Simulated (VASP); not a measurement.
## SrTiO3: relaxation of cell and atoms with PBE

The system is SrTiO3.

```
CELL_PARAMETERS angstrom
3.90620 0.00000 0.00000
0.00000 3.90620 0.00000
0.00000 0.00000 4.39002
ATOMIC_POSITIONS crystal
Sr 0.50000 0.50000 0.50000
Ti 0.00000 0.00000 0.00000
O 0.00000 0.00000 0.50000
O 0.00000 0.50000 0.00000
O 0.50000 0.00000 0.00000
```

The cell was built from a structure type or drawn by symmetry, and may not be a known phase.

| Quantity | Value |
| --- | --- |
| Program | VASP 6.6.1 |
| Task | relaxation of cell and atoms |
| Functional | PBE |
| Potentials or basis | VASP PAW PBE potentials, release 64 (Sr_sv, Ti_sv, O) |
| Cutoff | 600 eV |
| k mesh | 4 × 4 × 4 |
| Occupations | gaussian, width 0.1 eV |
| Spin | collinear spin |
| Starting moments | [0.0, 1.0, 0.0, 0.0, 0.0] μB |
| Dipole correction | no |
| Further INCAR settings | ALGO = Normal; EDIFF = 1e-06; IBRION = 2; EDIFFG = -0.04; NSW = 90; ISIF = 3 |

| Quantity | Value |
| --- | --- |
| Relaxed volume | 12.23 Å³/atom |
| Relaxed cell | a = 3.937 Å, b = 3.937 Å, c = 3.945 Å, α = 90.00°, β = 90.00°, γ = 90.00° |
| Space group after relaxing (to 0.1 Å) | Pm-3m (No. 221) |
| Energy gained by relaxing | 96.2 meV/atom |
| Ionic steps | 7 |
| Pressure after relaxing | 0.0 GPa |
| Band gap on the k mesh | 1.78 eV (least direct gap 2.16 eV) |
| Net moment | 0.00 μB per cell |
| Valence electrons inside the program's atomic spheres | Sr 7.98; Ti 10.25; O 5.04 |

Stress tensor (GPa, compression positive):
```
 0.18  0.00  0.00
 0.00  0.18  0.00
 0.00  0.00 -0.23
```

Step by step:
```csv
step,energy change (eV),largest force (eV/Å),pressure (GPa),volume (Å³)
1,0.0000,0.0000,-9.96,66.98
2,-0.3438,0.0000,6.97,59.17
3,-0.3504,0.0000,4.46,60.02
4,-0.4694,0.0000,3.15,60.08
5,-0.4706,0.0000,3.14,60.08
6,-0.4737,0.0000,-2.40,62.06
7,-0.4809,0.0000,0.04,61.15
```

Final structure:
```cif
data_structure
_symmetry_space_group_name_H-M 'P 1'
_symmetry_Int_Tables_number 1
_cell_length_a 3.9368
_cell_length_b 3.9368
_cell_length_c 3.9453
_cell_angle_alpha 90.000
_cell_angle_beta 90.000
_cell_angle_gamma 90.000
_cell_volume 61.15
loop_
_atom_site_label
_atom_site_type_symbol
_atom_site_fract_x
_atom_site_fract_y
_atom_site_fract_z
_atom_site_occupancy
Sr1 Sr 0.50000 0.50000 0.50000 1
Ti1 Ti 0.00000 0.00000 0.00000 1
O1 O 0.00000 0.00000 0.50000 1
O2 O 0.00000 0.50000 0.00000 1
O3 O 0.50000 0.00000 0.00000 1
```

Levels at points of the mesh, in eV from the valence-band top:
Spin up:
```tsv
k point	band 16	band 17	band 18	band 19	band 20	band 21	band 22	band 23	band 24	band 25
(0.00, 0.00, 0.00)	-1.13	-1.13	-0.37	-0.37	-0.37	1.78	1.78	1.79	4.09	4.10
(0.50, 0.00, 0.00)	-2.30	-2.30	-1.91	-0.74	-0.74	1.94	3.63	3.63	4.10	6.24
(0.50, 0.50, 0.00)	-2.77	-1.75	-1.54	-1.54	-0.09	3.64	3.64	4.08	5.02	7.76
(0.00, 0.00, 0.50)	-2.28	-2.28	-1.91	-0.73	-0.73	1.94	3.61	3.61	4.12	6.22
(0.50, 0.00, 0.50)	-2.75	-1.74	-1.55	-1.55	-0.09	3.62	3.64	4.07	5.04	7.75
(0.50, 0.50, 0.50)	-3.66	-3.66	0.00	0.00	0.00	4.27	4.27	4.28	6.83	6.83
```
Spin down:
```tsv
k point	band 17	band 18	band 19	band 20	band 21	band 22	band 23	band 24
(0.00, 0.00, 0.00)	-1.13	-0.37	-0.37	-0.37	1.78	1.78	1.79	4.09
(0.50, 0.00, 0.00)	-2.30	-1.91	-0.74	-0.74	1.94	3.63	3.63	4.10
(0.50, 0.50, 0.00)	-1.75	-1.54	-1.54	-0.09	3.64	3.64	4.08	5.02
(0.00, 0.00, 0.50)	-2.28	-1.91	-0.73	-0.73	1.94	3.61	3.61	4.12
(0.50, 0.00, 0.50)	-1.74	-1.55	-1.55	-0.09	3.62	3.64	4.07	5.04
(0.50, 0.50, 0.50)	-3.66	0.00	0.00	0.00	4.27	4.27	4.28	6.83
```

Run time: 11 min on 1 thread of AMD EPYC 7R13, on a shared host, peak memory 0.23 GiB.

A k mesh can miss the band edges.
